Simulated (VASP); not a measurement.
A run of VASP 6.6.1 is set up as follows.

File INCAR:

```
ALGO = Normal
EDIFF = 1E-6
ENCUT = 500
GGA_COMPAT = F
ISIF = 2
ISMEAR = -1
LASPH = T
LCHARG = F
LREAL = F
LWAVE = F
NBANDS = 8
NELM = 120
PREC = Accurate
SIGMA = 0.08
```

KPOINTS

```
k-points
0
Gamma
  14 14 14
```

File POSCAR:

```
Sb
1.0
   -1.8026596591      1.8026596591      1.8026596591
    1.8026596591     -1.8026596591      1.8026596591
    1.8026596591      1.8026596591     -1.8026596591
Sb
1
Direct
    0.0000000000      0.0000000000      0.0000000000
```

Potentials or basis: VASP PAW LDA potentials, release 64 (Sb).

Command:

```sh
$ cat potpaw_LDA.64/Sb/POTCAR > POTCAR
$ mpirun -np 1 vasp_std > vasp.out
```

Problem. Predict the pressure.

Solution. 7.6 GPa.
